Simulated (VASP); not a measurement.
# FePt (P4/mmm) in VASP: further runs

Aim: see how the results for FePt move with the level of theory and the settings. Levels: RPBE, PBEsol+D3(BJ), PBE+D3(BJ). Tasks: single point.

All numbers are computed with VASP 6.6.1; they aren't measurements. Logs are shortened: lines on timing, memory, paths and dates and some standing lists are left out, and cuts for length are marked.

## (1) The cell of the first run

Symmetry: P4/mmm, No. 123, tetragonal system. Conventional cell: a = 2.760 Å, b = 2.760 Å, c = 3.775 Å, α = 90.00°, β = 90.00°, γ = 90.00°. Within 3.6 Å of Pt (site symmetry 4/mmm) lie 8 Fe at 2.72 Å and 4 Pt at 2.76 Å. Fe (site symmetry 4/mmm) has 8 Pt at 2.72 Å and 4 Fe at 2.76 Å within 3.6 Å.

## (2) Single point, RPBE, collinear spin, ferromagnetic start

Contents of INCAR:

```
PREC     = Accurate       # precision mode
ENCUT    = 520            # plane-wave cutoff, eV
EDIFF    = 1E-6           # SCF threshold, eV
ISMEAR   = -1             # smearing method
SIGMA    = 0.05           # smearing width, eV
LREAL    = F              # projectors in reciprocal space
LASPH    = T              # aspherical terms in the spheres
NELM     = 150            # most SCF steps
ALGO     = Normal         # electronic algorithm
ISIF     = 2              # what is computed and relaxed
LWAVE    = F              # write WAVECAR
LCHARG   = F              # write CHGCAR
ISPIN    = 2              # spin polarisation
MAGMOM   = 0 3            # initial moments
LORBIT   = 11             # projections on sites
LMAXMIX  = 4              # l up to which the mixer works
GGA      = RP             # functional
NBANDS   = 20             # bands
```

Contents of KPOINTS:

```
regular mesh
0
Gamma
  10 10 7
```

Contents of POSCAR:

```
FePt
1.0
    2.7602528159      0.0000000000      0.0000000000
    0.0000000000      2.7602528159      0.0000000000
    0.0000000000      0.0000000000      3.7748396829
Pt Fe
1 1
Direct
    0.5000000000      0.5000000000      0.5000000000
    0.0000000000      0.0000000000      0.0000000000
```

Potentials or basis: VASP PAW PBE potentials, release 64 (Pt, Fe).

Started as:

```console
> cat potpaw_PBE.64/Pt/POTCAR potpaw_PBE.64/Fe/POTCAR > POTCAR
> mpirun -np 1 vasp_std > vasp.out
```

OUTCAR:

```text
PREC = Accurate
   ENCUT = 520
   EDIFF = 1E-6
   ISMEAR = -1
   LREAL = F
   LASPH = T
   NELM = 150
   ISIF = 2
   ISPIN = 2
   LORBIT = 11
   GGA = RP

 ion  position               nearest neighbor table
   1  0.500  0.500  0.500-   2 2.72   2 2.72   2 2.72   2 2.72   2 2.72   2 2.72   2 2.72   2 2.72

   2  0.000  0.000  0.000-   1 2.72   1 2.72   1 2.72   1 2.72   1 2.72   1 2.72   1 2.72   1 2.72

  LATTYP: Found a simple tetragonal cell.
 ALAT       =     2.7602528159
 C/A-ratio  =     1.3675702679

  Lattice vectors:

 A1 = (   2.7602528159,   0.0000000000,   0.0000000000)
 A2 = (   0.0000000000,   2.7602528159,   0.0000000000)
 A3 = (   0.0000000000,   0.0000000000,   3.7748396829)

Analysis of symmetry for initial positions (statically):
=====================================================================
 Subroutine PRICEL returns:
 Original cell was already a primitive cell.

 Routine SETGRP: Setting up the symmetry group for a
 simple tetragonal supercell.

 Subroutine GETGRP returns: Found 16 space group operations
 (whereof 16 operations were pure point group operations)
 out of a pool of 16 trial point group operations.

The static configuration has the point symmetry D_4h.

Analysis of symmetry for dynamics (positions and initial velocities):
=====================================================================
 Subroutine PRICEL returns:
 Original cell was already a primitive cell.

 Routine SETGRP: Setting up the symmetry group for a
 simple tetragonal supercell.

 Subroutine GETGRP returns: Found 16 space group operations
 (whereof 16 operations were pure point group operations)
 out of a pool of 16 trial point group operations.

The dynamic configuration has the point symmetry D_4h.

Analysis of structural, dynamic, and magnetic symmetry:
=====================================================================
 Subroutine PRICEL returns:
 Original cell was already a primitive cell.

 Routine SETGRP: Setting up the symmetry group for a
 simple tetragonal supercell.

 Subroutine GETGRP returns: Found 16 space group operations
 (whereof 16 operations were pure point group operations)
 out of a pool of 16 trial point group operations.

The overall configuration has the point symmetry D_4h.

 Subroutine INISYM returns: Found 16 space group operations
 (whereof 16 operations are pure point group operations),
 and found     1 'primitive' translations

----------------------------------------------------------------------------------------

                                     Primitive cell

  volume of cell :      28.7605

  direct lattice vectors                    reciprocal lattice vectors
     2.760252816  0.000000000  0.000000000     0.362285655  0.000000000  0.000000000
     0.000000000  2.760252816  0.000000000     0.000000000  0.362285655  0.000000000
     0.000000000  0.000000000  3.774839683     0.000000000  0.000000000  0.264911913

  length of vectors
     2.760252816  2.760252816  3.774839683     0.362285655  0.362285655  0.264911913

  position of ions in fractional coordinates (direct lattice)
     0.500000000  0.500000000  0.500000000
     0.000000000  0.000000000  0.000000000

  ion indices of the primitive-cell ions
   primitive index   ion index
                 1           1
                 2           2

----------------------------------------------------------------------------------------

 KPOINTS: regular mesh

Automatic generation of k-mesh.
 Grid dimensions read from file:
 generate k-points for:   10   10    7

 Generating k-lattice:

  Cartesian coordinates                     Fractional coordinates (reciprocal lattice)
     0.036228566  0.000000000  0.000000000     0.100000000  0.000000000  0.000000000
     0.000000000  0.036228566  0.000000000     0.000000000  0.100000000  0.000000000
     0.000000000  0.000000000  0.037844559     0.000000000  0.000000000  0.142857143

  Length of vectors
     0.036228566  0.036228566  0.037844559

  Shift w.r.t. Gamma in fractional coordinates (k-lattice)
     0.000000000  0.000000000  0.000000000

 Subroutine IBZKPT returns following result:
 ===========================================

 Found     84 irreducible k-points:

 Following reciprocal coordinates:
            Coordinates               Weight
  0.000000  0.000000  0.000000      1.000000
  0.100000  0.000000  0.000000      4.000000
  0.200000  0.000000  0.000000      4.000000
  0.300000  0.000000  0.000000      4.000000
  0.400000  0.000000  0.000000      4.000000
  0.500000  0.000000  0.000000      2.000000
[... 16 lines left out ...]
  0.100000  0.000000  0.142857      8.000000
  0.200000  0.000000  0.142857      8.000000
 [... further k-points ...]
   k-points           NKPTS =     84   k-points in BZ     NKDIM =     84   number of bands    NBANDS=     20
   number of dos      NEDOS =    301   number of ions     NIONS =      2
   total plane-waves  NPLWV =  16128
   dimension x,y,z NGX =    24 NGY =   24 NGZ =   28
   dimension x,y,z NGXF=    48 NGYF=   48 NGZF=   56
   ions per type =               1   1
   NGX,Y,Z   is equivalent  to a cutoff of  14.45, 14.45, 12.33 a.u.
   NGXF,Y,Z  is equivalent  to a cutoff of  28.91, 28.91, 24.66 a.u.
 SYSTEM =  unknown system
   PREC   = accura    normal or accurate (medium, high low for compatibility)
   ISTART =      0    job   : 0-new  1-cont  2-samecut
   ICHARG =      2    charge: 1-file 2-atom 10-const
   ISPIN  =      2    spin polarized calculation?
   LNONCOLLINEAR =      F non collinear calculations
   LSORBIT =      F    spin-orbit coupling
   LASPH  =      T    aspherical Exc in radial PAW
   ENCUT  =  520.0 eV  38.22 Ry    6.18 a.u.   5.13  5.13  7.02*2*pi/ulx,y,z
   NELM   =    150;   NELMIN=  2; NELMDL= -5     # of ELM steps
   EDIFF  = 0.1E-05   stopping-criterion for ELM
   LREAL  =      F    real-space projection
   EDIFFG = 0.1E-04   stopping-criterion for IOM
   NSW    =      0    number of steps for IOM
   IBRION =     -1    ionic relax: 0-MD 1-quasi-New 2-CG
   NFREE  =      0    steps in history (QN), initial steepest desc. (CG)
   ISIF   =      2    stress and relaxation
   ISYM   =      2    0-nonsym 1-usesym 2-fastsym
   POTIM  = 0.5000    time-step for ionic-motion
   TEBEG  =    0.0;   TEEND  =   0.0 temperature during run
   PSTRESS=    0.0 pullay stress
   NELECT =      18.0000    total number of electrons
   NUPDOWN=      -1.0000    fix difference up-down
   EMIN   =  10.00;   EMAX   =-10.00  energy-range for DOS
   EFERMI =   0.00;   METHOD = LEGACY
   ISMEAR =    -1;   SIGMA  =   0.05  broadening in eV -4-tet -1-fermi 0-gaus
   EFERMI_NEDOS =   21; number of points for ismear=-14 and -15
   IALGO  =     38    algorithm
   IMIX   =      4    mixing-type and parameters
     AMIX     =   0.40;   BMIX     =  1.00
     AMIX_MAG =   1.60;   BMIX_MAG =  1.00
  volume/ion in A,a.u.               =      14.38        97.04
  Fermi-wavevector in a.u.,A,eV,Ry     =   1.400340  2.646259 26.680385  1.960953
  Thomas-Fermi vector in A             =   2.523310
   LORBIT       =     11    0 simple, 1 ext, 2 COOP (PROOUT), +10 PAW based schemes
   GGA     = RP    functional components
   LHFCALC =     F    Hartree Fock is set to
   AEXX    =    0.0000 exact exchange contribution
   IVDW    =     0    specifies the selected vdW correction
   LEPSILON=     F    determine dielectric tensor
   LRPA    =     F    only Hartree local field effects (RPA)
 spin polarized calculation
  energy-cutoff  :      520.00
  volume of cell :       28.76
 maximum number of plane-waves:       788
 NGX is ok and might be reduce to    24
   NGX = 11   NGY = 11   NGZ = 15

 number of electron      17.9999997 magnetization       3.3792399

 Free energy of the ion-electron system (eV)
  ---------------------------------------------------
  ext. energy  EPLUGINS =         0.00000000
  ---------------------------------------------------
  free energy    TOTEN  =       -13.74798217 eV

  energy without entropy =      -13.73654620  energy(sigma->0) =      -13.74226419

 E-fermi :   8.2688     XC(G=0): -12.7426

 val. band max:        8.2664421189   @ k =   0.5000   0.4000   0.4286
 cond. band min:       8.2726381642   @ k =   0.3000   0.2000   0.0000
 fundamental gap:      0.0061960452
 Fermi energy:         8.2688346682

 spin component 1

 k-point     1 :       0.0000    0.0000    0.0000
  band No.  band energies     occupation
      1      -0.9803      1.00000
      2       2.1833      1.00000
      3       2.3995      1.00000
      4       4.8595      1.00000
      5       4.8595      1.00000
      6       5.3066      1.00000
[... 12 lines left out ...]
     19      29.4727      0.00000
     20      29.4727      0.00000
[... 507 lines left out ...]
 k-point    24 :       0.2000    0.0000    0.1429
  band No.  band energies     occupation
      1       0.1783      1.00000
      2       2.6925      1.00000
      3       3.1583      1.00000
      4       4.5522      1.00000
      5       5.0939      1.00000
      6       5.4201      1.00000
[... 12 lines left out ...]
     19      30.8017      0.00000
     20      30.8865      0.00000

 [... further k-points ...]

 spin component 2

 k-point     1 :       0.0000    0.0000    0.0000
  band No.  band energies     occupation
      1      -0.8677      1.00000
      2       2.7990      1.00000
      3       2.8300      1.00000
      4       6.0281      1.00000
      5       6.0281      1.00000
      6       7.5292      1.00000
[... 12 lines left out ...]
     19      29.5471      0.00000
     20      29.5471      0.00000
[... 507 lines left out ...]
 k-point    24 :       0.2000    0.0000    0.1429
  band No.  band energies     occupation
      1       0.3000      1.00000
      2       3.1870      1.00000
      3       3.7181      1.00000
      4       5.1549      1.00000
      5       6.2595      1.00000
      6       6.9494      1.00000
[... 12 lines left out ...]
     19      31.0017      0.00000
     20      31.1648      0.00000

 [... further k-points ...]

------------------------ aborting loop because EDIFF is reached ----------------------------------------

  FORCE on cell =-STRESS in cart. coord.  units (eV):
  Direction    XX          YY          ZZ          XY          YZ          ZX
  --------------------------------------------------------------------------------------
  -------------------------------------------------------------------------------------
  Total       -0.0883189     -0.0883189     -0.0693545      0.0000000      0.0000000      0.0000000
  in kB       -4.9200338     -4.9200338     -3.8635721      0.0000000      0.0000000      0.0000000
  external PRESSURE =      -4.5678799 kB  Pullay stress =       0.0000000 kB

 VOLUME and BASIS-vectors are now :
 -----------------------------------------------------------------------------
  energy-cutoff  :      520.00
  volume of cell :       28.76
      direct lattice vectors                 reciprocal lattice vectors
     2.760252816  0.000000000  0.000000000     0.362285655  0.000000000  0.000000000
     0.000000000  2.760252816  0.000000000     0.000000000  0.362285655  0.000000000
     0.000000000  0.000000000  3.774839683     0.000000000  0.000000000  0.264911913

 POSITION                                       TOTAL-FORCE (eV/Angst)
 -----------------------------------------------------------------------------------
      1.38013      1.38013      1.88742         0.000000      0.000000      0.000000
      0.00000      0.00000      0.00000         0.000000      0.000000      0.000000
 -----------------------------------------------------------------------------------
    total drift:                                0.000000      0.000000     -0.000000

  FREE ENERGIE OF THE ION-ELECTRON SYSTEM (eV)
  ---------------------------------------------------
  free  energy   TOTEN  =       -13.7479821729 eV

  energy  without entropy=      -13.7365461993  energy(sigma->0) =      -13.74226419

 total charge

# of ion       s       p       d       tot
------------------------------------------
    1        0.697   0.620   8.039   9.355
    2        0.394   0.419   6.076   6.889
--------------------------------------------------
tot          1.091   1.039  14.115  16.245

 magnetization (x)

# of ion       s       p       d       tot
------------------------------------------
    1       -0.026  -0.066   0.435   0.343
    2        0.006  -0.009   3.026   3.024
--------------------------------------------------
tot         -0.020  -0.075   3.461   3.367
```

Wall time 88 s (1 thread of Oxide Virtual Turin-like, shared host); peak memory 0.18 GiB.

What came out:

```yaml
Free_energy: -13.7480 eV
Pressure: -0.5 GPa
Net_moment: 3.38 μB per cell
Site_moments: Pt +0.34; Fe +3.02 μB
Valence_electrons_inside_the_program's_atomic_spheres: Pt 9.36; Fe 6.89
```

Caveat: the PAW data sets were made with another functional, which shifts forces and pressure a little; spin-orbit coupling is left out, which moves the levels of the heavy elements.

[end of part 1 of 2]
